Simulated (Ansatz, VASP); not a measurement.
**Os in VASP and in Ansatz**

```
CELL_PARAMETERS angstrom
-1.52842 1.52842 1.52842
1.52842 -1.52842 1.52842
1.52842 1.52842 -1.52842
ATOMIC_POSITIONS crystal
Os 0.00000 0.00000 0.00000
```

Alike in both runs: task relaxation of cell and atoms; functional PBE; k mesh 19 × 19 × 19; occupations fermi-dirac, width 0.05 eV; no spin polarisation.

|  | VASP | Ansatz |
| --- | --- | --- |
| version | VASP 6.6.1 | Ansatz 0.2.0 |
| potentials or method | VASP PAW PBE potentials, release 64 (Os) | PAW with Ansatz's default frozen-core files, scalar-relativistic |
| plane-wave cutoff (eV) | 600 | 420 |
| valence electrons in the cell | 8 | 16 |

|  | VASP | Ansatz | Ansatz less VASP |
| --- | --- | --- | --- |
| relaxed volume (Å³/atom) | 14.79 | 14.78 | -0.008 |
| relaxed length of the cell vector where the two differ most in proportion (Å) | 2.678 | 2.678 | -0.0005 |

VASP's potentials hold 8 valence electrons a cell and Ansatz's 16, so a difference there can come from the potentials and not from the codes.

Neither program's run includes spin-orbit coupling.
